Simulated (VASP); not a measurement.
Set up this calculation in VASP 6.6.1, as the native input.

- Task: single point
- Functional: PBE
- Potentials or basis: VASP PAW PBE potentials, release 64 (Ag, Cl)
- Cutoff: 520 eV
- k mesh: 6 × 6 × 4
- Occupations: gaussian, width 0.01 eV
- Spin: no spin polarisation
- Dipole correction: no
- Further INCAR settings: ALGO = Normal; EDIFF = 1e-06; NBANDS = 26

The structure of AgCl lies in POSCAR:

```
AgCl
1.0
    3.9648109083      0.0000000000      0.1971726058
    0.0000000000      3.9685907632      0.0000000000
   -0.2746624422      0.0000000000      5.6039155373
Ag Cl
2 2
Direct
    0.2503409233      0.2500000000      0.2503830942
    0.7496590767      0.7500000000      0.7496169058
    0.7499411149      0.7500000000      0.2497124012
    0.2500588851      0.2500000000      0.7502875988
```

The input as run:

INCAR

```
PREC = Accurate
ENCUT = 520
EDIFF = 1E-6
ISMEAR = 0
SIGMA = 0.01
LREAL = F
LASPH = T
NELM = 60
ALGO = Normal
ISIF = 2
LWAVE = F
LCHARG = F
GGA = PE
NBANDS = 26
```

KPOINTS

```
Automatic mesh
0
Gamma
  6 6 4
```

Potentials or basis: VASP PAW PBE potentials, release 64 (Ag, Cl).

Launch:

```bash
$ cat potpaw_PBE.64/Ag/POTCAR potpaw_PBE.64/Cl/POTCAR > POTCAR
$ mpirun -np 1 vasp_std > vasp.out
```

Results of the run:

```json
{"Pressure": "-0.1 GPa", "Largest force": "0.003 eV/Å", "Band gap on the k mesh": "0.92 eV"}
```

Wall time 63 s on 1 thread of Intel(R) Xeon(R) Platinum 8488C (Sapphire Rapids), on a shared host, peak memory 0.25 GiB.
